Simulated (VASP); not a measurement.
Input of a VASP 6.6.1 run:

Contents of INCAR:

```
SYSTEM = Ga3P3H2
PREC     = Accurate       ! precision mode
ENCUT    = 400            ! plane-wave cutoff, eV
EDIFF    = 1E-6           ! SCF threshold, eV
ISMEAR   = 0              ! smearing method
SIGMA    = 0.05           ! smearing width, eV
LREAL    = .False.        ! projectors in reciprocal space
LASPH    = .True.         ! aspherical terms in the spheres
NELM     = 200            ! most SCF steps
ALGO     = Normal         ! electronic algorithm
ISIF     = 2              ! what is computed and relaxed
LWAVE    = .False.        ! write WAVECAR
LCHARG   = .False.        ! write CHGCAR
ISPIN    = 2              ! spin polarisation
MAGMOM   = 0 0 -1 1 0 0 0 0 ! initial moments
LORBIT   = 11             ! projections on sites
GGA      = PE             ! functional
NBANDS   = 42             ! bands
GGA_COMPAT= .False.
```

Contents of KPOINTS:

```
regular mesh
0
Gamma
  1 1 14
  0 0 0
```

File POSCAR:

```
Ga3P3H2
1.0
   19.8000000000      0.0000000000      0.0000000000
    0.0000000000      9.7000000000      0.0000000000
    0.0000000000      0.0000000000      3.8264599970
Ga P H
3 3 2
Direct
    0.3743878261      0.5202912794      0.0000000000
    0.5204413447      0.6214560725      0.5000000000
    0.6603947363      0.4584375207      1.0000000000
    0.3108215371      0.4808551812      0.5000000000
    0.4610604473      0.6789260615      1.0000000000
    0.6341866590      0.5779996036      0.5000000000
    0.7085243673      0.3308913617      1.0000000000
    0.3077774348      0.3337352713      0.5000000000
```

Potentials or basis: VASP PAW PBE potentials, release 64 (Ga_d, P, H).

Launch:

```bash
$ cat potpaw_PBE.64/Ga_d/POTCAR potpaw_PBE.64/P/POTCAR potpaw_PBE.64/H/POTCAR > POTCAR
$ mpirun -np 1 vasp_std > vasp.out
```

Q: Estimate the band gap on the k mesh.

A: 2.45 eV, direct.

Q: What does it give for the net moment?

A: 0.00 μB per cell.

Q: What does it give for the largest force?

A: 0.019 eV/Å.

Forces in eV/Å, atoms in the order of the input:
```
Ga  -0.006 -0.002  0.000
Ga   0.001 -0.001  0.000
Ga   0.006 -0.013  0.000
P    0.005 -0.013  0.000
P   -0.004 -0.003  0.000
P    0.002  0.000  0.000
H   -0.009  0.013  0.000
H    0.006  0.019  0.000
```
